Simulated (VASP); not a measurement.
## GaAs (zincblende type): single point with LDA

GaAs (zincblende type):

```
CELL_PARAMETERS angstrom
0.00000 2.80152 2.80152
2.80152 0.00000 2.80152
2.80152 2.80152 0.00000
ATOMIC_POSITIONS crystal
Ga 0.00000 0.00000 0.00000
As 0.25000 0.25000 0.25000
```

| Item | Value |
| --- | --- |
| Program | VASP 6.6.1 |
| Task | single point |
| Functional | LDA |
| Potentials or basis | VASP PAW LDA potentials, release 64 (Ga_d, As) |
| Cutoff | 520 eV |
| k mesh | 10 × 10 × 10 |
| Occupations | fermi-dirac, width 0.02 eV |
| Spin | no spin polarisation |

* Pressure: 0.3 GPa
* Band gap on the k mesh: 0.54 eV

Levels at points of the mesh, in eV from the valence-band top:
| k point | band 6 | band 7 | band 8 | band 9 | band 10 | band 11 | band 12 | band 13 |
| --- | --- | --- | --- | --- | --- | --- | --- | --- |
| (0.00, 0.00, 0.00) | -12.96 | 0.00 | 0.00 | 0.00 | 0.54 | 3.68 | 3.68 | 3.68 |
| (0.50, 0.00, 0.00) | -11.11 | -6.84 | -1.19 | -1.19 | 0.94 | 4.59 | 4.59 | 7.59 |
| (0.50, 0.50, 0.00) | -10.34 | -7.00 | -2.79 | -2.79 | 1.29 | 1.54 | 10.26 | 10.26 |

Wall time 52 s on 1 thread of Intel Xeon 8259CL, with other jobs on the host, peak memory 0.17 GiB.

A k mesh can miss the band edges.
